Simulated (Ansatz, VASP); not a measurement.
Two plane-wave programs on As

INCAR

```
SYSTEM = As
PREC = Accurate
ENCUT = 520
EDIFF = 1E-7
ISMEAR = 0
SIGMA = 0.02
LREAL = .False.
LASPH = .True.
NELM = 60
ALGO = Normal
ISIF = 2
LWAVE = .False.
LCHARG = .True.
LDIPOL = .True.
IDIPOL = 3
DIPOL = 0.5 0.5 0.500
GGA = PE
LELF = .True.
LVHAR = .True.
LVACPOTAV = .True.
NBANDS = 12
```

Contents of KPOINTS:

```
regular mesh
0
Gamma
  9 9 1
  0 0 0
```

Contents of POSCAR:

```
As
1.0
    3.7860000000      0.0000000000      0.0000000000
   -1.8930000000      3.2787721787      0.0000000000
    0.0000000000      0.0000000000     28.0000000000
As
2
Direct
    0.3333333333      0.6666666667      0.5266071429
    0.6666666667      0.3333333333      0.4733928571
```

Input for Ansatz:

```yaml
crystal:
  lattice:
    - [3.786, 0.0, 0.0]
    - [-1.893, 3.2787721787, 0.0]
    - [0.0, 0.0, 28.0]
  atoms:
    - { symbol: As, position: [0.3333333333, 0.6666666667, 0.5266071429] }
    - { symbol: As, position: [0.6666666667, 0.3333333333, 0.4733928571] }
  periodic: [true, true, false]
basis:
  ecutwfc: 420
kpoints:
  mp_grid: { grid: [9, 9, 1] }
hamiltonian:
  xc: pbe
scf:
  occupations: { method: gaussian, width: 0.02 }
output:
  forces: true
  stress: true
  eigenvalues: true
```

Alike in both runs: task single point; functional PBE; k mesh 9 × 9 × 1; occupations gaussian, width 0.02 eV; no spin polarisation.

|  | VASP | Ansatz |
| --- | --- | --- |
| version | VASP 6.6.1 | Ansatz 0.2.0 |
| potentials or method | VASP PAW PBE potentials, release 64 (As), cutoff 520 eV | scalar-relativistic, plane waves, PAW |
| valence electrons in the cell | 10 | 30 |

```tsv
	VASP	Ansatz	Ansatz less VASP
gap on the k mesh at the Fermi level (eV)	1.44	1.45	+0.011
least direct gap on the mesh (eV)	1.44	1.45	+0.011
rms of the force components (eV/Å)	0.842	0.866	+0.0238
```

Atom by atom the forces differ by 0.024 eV/Å (rms over components). The functional is the same, so the differences come from potentials, cutoffs and numerics. VASP's potentials hold 10 valence electrons a cell and Ansatz's 30, so a difference there can come from the potentials and not from the codes.
